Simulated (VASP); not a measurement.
Input of a VASP 6.6.1 run:

Contents of INCAR:

```
  PREC = Accurate
  ENCUT = 520
  EDIFF = 1E-7
  ISMEAR = 0
  SIGMA = 0.1
  LREAL = False
  LASPH = True
  NELM = 100
  ALGO = Normal
  ISIF = 2
  LWAVE = False
  LCHARG = True
  GGA = PE
  LELF = True
  LVHAR = True
  NBANDS = 34
```

The input KPOINTS:

```
Automatic mesh
0
Gamma
  6 6 2
```

File POSCAR:

```
NbInS4
1.0
    4.5722760818      0.0000000000      0.0000000000
   -2.2861380409      3.9597072399      0.0000000000
    0.0000000000      0.0000000000      5.9147147187
Nb In S
1 1 4
Direct
    0.0000000000      0.0000000000      0.0000000000
    0.0000000000      0.0000000000      0.5000000000
    0.3333333333      0.6666666667      0.2045367399
    0.6666666667      0.3333333333      0.2045367399
    0.6666666667      0.3333333333      0.7954632601
    0.3333333333      0.6666666667      0.7954632601
```

Potentials or basis: VASP PAW PBE potentials, release 64 (Nb_sv, In_d, S).

The run is started by

```console
$ cat potpaw_PBE.64/Nb_sv/POTCAR potpaw_PBE.64/In_d/POTCAR potpaw_PBE.64/S/POTCAR > POTCAR
$ mpirun -np 1 vasp_std > vasp.out
```

**Question.** What does it give for the largest force?

**Answer.** 0.019 eV/Å.

**Question.** What does it give for the band gap on the k mesh?

**Answer.** Zero (bands 25 and 26 overlap by 1.36 eV).

**Question.** Predict the pressure.

**Answer.** -0.2 GPa.

Forces in eV/Å, atoms in the order of the input:
```
Nb   0.000  0.000  0.000
In   0.000  0.000  0.000
S    0.000  0.000 -0.019
S    0.000  0.000 -0.019
S    0.000  0.000  0.019
S    0.000  0.000  0.019
```

Caveat: the k points lie up to 0.53 Å⁻¹ apart, too coarse for converged energies and pressures of a metal; spin-orbit coupling is left out, which moves the levels of the heavy elements.
